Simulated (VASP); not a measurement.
# Ir (Im-3m) in VASP: further runs, part 3 of 3

VASP 6.6.1. Earlier steps stand in the parts before.

### Step 5. Relaxation of cell and atoms, PBE

This run uses another cell than the first one, of 14.05 Å³/atom, 0.932 times its volume.

The input, INCAR:

```
SYSTEM = Ir
  PREC = Accurate
  ENCUT = 600
  EDIFF = 1E-7
  ISMEAR = -1
  SIGMA = 0.1
  LREAL = .FALSE.
  LASPH = .TRUE.
  NELM = 60
  ALGO = Normal
  ISIF = 3
  LWAVE = .FALSE.
  LCHARG = .FALSE.
  GGA = PE
  IBRION = 2
  NSW = 60
  EDIFFG = -0.03
```

The input, KPOINTS:

```
Automatic mesh
0
G
  19 19 19
  0 0 0
```

The input, POSCAR:

```
Ir
1.0
    1.5200000000      1.5200000000      1.5200000000
   -1.5200000000      1.5200000000      1.5200000000
   -1.5200000000     -1.5200000000      1.5200000000
Ir
1
Direct
    0.0000000000      0.0000000000      0.0000000000
```

Potentials or basis: VASP PAW PBE potentials, release 64 (Ir).

On the command line:

```console
cat potpaw_PBE.64/Ir/POTCAR > POTCAR
mpirun -np 1 vasp_std > vasp.out
```

OUTCAR:

```text
SYSTEM = Ir
   PREC = Accurate
   ENCUT = 600
   EDIFF = 1E-7
   ISMEAR = -1
   LREAL = .FALSE.
   LASPH = .TRUE.
   NELM = 60
   ISIF = 3
   GGA = PE
   IBRION = 2
   NSW = 60
   EDIFFG = -0.03

 ion  position               nearest neighbor table
   1  0.000  0.000  0.000-

  LATTYP: Found a body centered cubic cell.
 ALAT       =     3.0400000000

  Lattice vectors:

 A1 = (   1.5200000000,  -1.5200000000,  -1.5200000000)
 A2 = (   1.5200000000,   1.5200000000,   1.5200000000)
 A3 = (  -1.5200000000,  -1.5200000000,   1.5200000000)

Analysis of symmetry for initial positions (statically):
=====================================================================
 Subroutine PRICEL returns:
 Original cell was already a primitive cell.

 Routine SETGRP: Setting up the symmetry group for a
 body centered cubic supercell.

 Subroutine GETGRP returns: Found 48 space group operations
 (whereof 48 operations were pure point group operations)
 out of a pool of 48 trial point group operations.

The static configuration has the point symmetry O_h .

Analysis of symmetry for dynamics (positions and initial velocities):
=====================================================================
 Subroutine PRICEL returns:
 Original cell was already a primitive cell.

 Routine SETGRP: Setting up the symmetry group for a
 body centered cubic supercell.

 Subroutine GETGRP returns: Found 48 space group operations
 (whereof 48 operations were pure point group operations)
 out of a pool of 48 trial point group operations.

The dynamic configuration has the point symmetry O_h .

 Subroutine INISYM returns: Found 48 space group operations
 (whereof 48 operations are pure point group operations),
 and found     1 'primitive' translations

----------------------------------------------------------------------------------------

                                     Primitive cell

  volume of cell :      14.0472

  direct lattice vectors                    reciprocal lattice vectors
     1.520000000  1.520000000  1.520000000     0.328947368  0.000000000  0.328947368
    -1.520000000  1.520000000  1.520000000    -0.328947368  0.328947368  0.000000000
    -1.520000000 -1.520000000  1.520000000     0.000000000 -0.328947368  0.328947368

  length of vectors
[... 89 lines left out ...]
   TEBEG  =    0.0;   TEEND  =   0.0 temperature during run
   PSTRESS=    0.0 pullay stress
   NELECT =       9.0000    total number of electrons
   NUPDOWN=      -1.0000    fix difference up-down
   EMIN   =  10.00;   EMAX   =-10.00  energy-range for DOS
   EFERMI =   0.00;   METHOD = LEGACY
   ISMEAR =    -1;   SIGMA  =   0.10  broadening in eV -4-tet -1-fermi 0-gaus
   EFERMI_NEDOS =   21; number of points for ismear=-14 and -15
   IALGO  =     38    algorithm
   IMIX   =      4    mixing-type and parameters
     AMIX     =   0.40;   BMIX     =  1.00
     AMIX_MAG =   1.60;   BMIX_MAG =  1.00
  volume/ion in A,a.u.               =      14.05        94.80
  Fermi-wavevector in a.u.,A,eV,Ry     =   1.411320  2.667008 27.100403  1.991823
  Thomas-Fermi vector in A             =   2.533183
   LORBIT       =      0    0 simple, 1 ext, 2 COOP (PROOUT), +10 PAW based schemes
   GGA     = PE    functional components
   LHFCALC =     F    Hartree Fock is set to
   AEXX    =    0.0000 exact exchange contribution
   IVDW    =     0    specifies the selected vdW correction
   LEPSILON=     F    determine dielectric tensor
   LRPA    =     F    only Hartree local field effects (RPA)
 conjugate gradient relaxation of ions
 non-spin polarized calculation
  energy-cutoff  :      600.00
  volume of cell :       14.05
 maximum number of plane-waves:       479
 NGX is ok and might be reduce to    24
   NGX = 11   NGY = 11   NGZ = 11

--------------------------------------- Ionic step        1  -------------------------------------------

 number of electron       9.0000000 magnetization

 Free energy of the ion-electron system (eV)
  ---------------------------------------------------
  ext. energy  EPLUGINS =         0.00000000
  ---------------------------------------------------
  free energy    TOTEN  =        -8.17724985 eV

  energy without entropy =       -8.10793411  energy(sigma->0) =       -8.14259198

 E-fermi :  10.2751     XC(G=0): -14.0115

 val. band max:       10.2703780151   @ k =   0.4211   0.1053   0.0000
 cond. band min:      10.2752219118   @ k =   0.2632  -0.3158   0.1053
 fundamental gap:      0.0048438966
 Fermi energy:        10.2751350411

 k-point     1 :       0.0000    0.0000    0.0000
  band No.  band energies     occupation
      1      -0.6576      2.00000
      2       6.5095      2.00000
      3       6.5095      2.00000
      4       6.5095      2.00000
      5       9.6995      1.99369
      6       9.6995      1.99369
      7      27.2376      0.00000
      8      27.2376      0.00000
[... 357 lines left out ...]
--------------------------------------- Ionic step        4  -------------------------------------------

 number of electron       9.0000000 magnetization

 Free energy of the ion-electron system (eV)
  ---------------------------------------------------
  ext. energy  EPLUGINS =         0.00000000
  ---------------------------------------------------
  free energy    TOTEN  =        -8.25695729 eV

  energy without entropy =       -8.18102791  energy(sigma->0) =       -8.21899260

 E-fermi :   9.0777     XC(G=0): -13.5824

 val. band max:        9.0775303780   @ k =   0.2105  -0.4737   0.0526
 cond. band min:       9.0785355100   @ k =   0.1579  -0.4211   0.1053
 fundamental gap:      0.0010051320
 Fermi energy:         9.0776992035

 k-point     1 :       0.0000    0.0000    0.0000
  band No.  band energies     occupation
      1      -1.1107      2.00000
      2       5.7049      2.00000
      3       5.7049      2.00000
      4       5.7049      2.00000
      5       8.5863      1.98541
      6       8.5863      1.98541
      7      26.0165      0.00000
      8      26.0165      0.00000
[... 281 lines left out ...]
  FREE ENERGIE OF THE ION-ELECTRON SYSTEM (eV)
  ---------------------------------------------------
  free  energy   TOTEN  =        -8.2569572948 eV

  energy  without entropy=       -8.1810279146  energy(sigma->0) =       -8.21899260

 reached required accuracy - stopping structural energy minimisation
```

OSZICAR:

```text
N       E                     dE             d eps       ncg     rms          rms(c)
DAV:   1     0.494946326198E+02    0.49495E+02   -0.49413E+03  3520   0.116E+03
DAV:   2    -0.791647227932E+01   -0.57411E+02   -0.56240E+02  3568   0.218E+02
DAV:   3    -0.861294589558E+01   -0.69647E+00   -0.69354E+00  4712   0.328E+01
[... 36 lines left out ...]
DAV:   2    -0.825718245947E+01    0.25213E-02   -0.69622E-03  3696   0.114E+00    0.156E-01
DAV:   3    -0.825694988537E+01    0.23257E-03   -0.11502E-03  4152   0.416E-01    0.609E-02
DAV:   4    -0.825695731249E+01   -0.74271E-05   -0.29479E-05  4168   0.608E-02    0.455E-03
DAV:   5    -0.825695708201E+01    0.23048E-06   -0.48884E-07  3792   0.933E-03    0.128E-03
DAV:   6    -0.825695729901E+01   -0.21700E-06   -0.80012E-08  3520   0.221E-03    0.109E-04
DAV:   7    -0.825695729476E+01    0.42460E-08   -0.18814E-09  1768   0.440E-04
   4 F= -.82569573E+01 E0= -.82189926E+01  d E =-.797074E-01
```

It took 32 s on 1 thread of Intel Xeon 6975P-C (Granite Rapids), shared host; peak memory 0.17 GiB.

What came out:

| Property | Result |
| --- | --- |
| Free energy | -8.2570 eV |
| Relaxed volume | 15.10 Å³/atom |
| Relaxed cell | a = 2.697 Å, b = 2.697 Å, c = 2.697 Å, α = 70.53°, β = 109.47°, γ = 70.53° |
| Space group after relaxing (to 0.05 Å) | Im-3m (No. 229) |
| Energy gained by relaxing | 79.7 meV/atom |
| Ionic steps | 4 |
| Pressure after relaxing | -0.3 GPa |

Step by step:
| step | energy change (eV) | largest force (eV/Å) | pressure (GPa) | volume (Å³) |
| --- | --- | --- | --- | --- |
| 1 | 0.0000 | 0.0000 | 26.38 | 14.05 |
| 2 | 0.5932 | 0.0000 | -39.48 | 19.29 |
| 3 | -0.0788 | 0.0000 | -2.45 | 15.21 |
| 4 | -0.0797 | 0.0000 | -0.29 | 15.10 |

Final structure:
```
CELL_PARAMETERS angstrom
1.55721 1.55721 1.55721
-1.55721 1.55721 1.55721
-1.55721 -1.55721 1.55721
ATOMIC_POSITIONS crystal
Ir 0.00000 0.00000 0.00000
```

Levels at points of the mesh, in eV from the Fermi level:
```
           k point  band 1  band 2  band 3  band 4  band 5  band 6  band 7  band 8
(0.00, 0.00, 0.00)  -10.19   -3.37   -3.37   -3.37   -0.49   -0.49   16.94   16.94
```

Caveat: spin-orbit coupling is left out, which moves the levels of the heavy elements.

### Step 6. Summary

| task | cell | k mesh | cutoff (eV) | gap on the mesh (eV) | pressure (GPa) | relaxed volume (Å³/atom) |
| --- | --- | --- | --- | --- | --- | --- |
| single point | a = 2.695 Å, angles 70.5, 109.5, 70.5°, 1 atom | 18 × 18 × 18 | 520 | none | 0.5 | - |
| single point | a = 2.695 Å, angles 70.5, 109.5, 70.5°, 1 atom | 19 × 19 × 19 | 520 | none | 0.5 | - |
| relaxation of cell and atoms | relaxed from a = 2.695 Å, angles 70.5, 109.5, 70.5°, 1 atom | 18 × 18 × 18 | 600 | none | 0.0 | 15.10 |
| relaxation of cell and atoms | relaxed from a = 2.633 Å, angles 70.5, 109.5, 70.5°, 1 atom | 19 × 19 × 19 | 600 | none | -0.3 | 15.10 |

Alike in all rows: level PBE; potentials or basis VASP PAW PBE potentials, release 64 (Ir); no spin polarisation; smearing fermi-dirac 0.1 eV.

Caveats: spin-orbit coupling is left out, which moves the levels of the heavy elements.

Absolute energies hang on the potentials; compare differences alone.
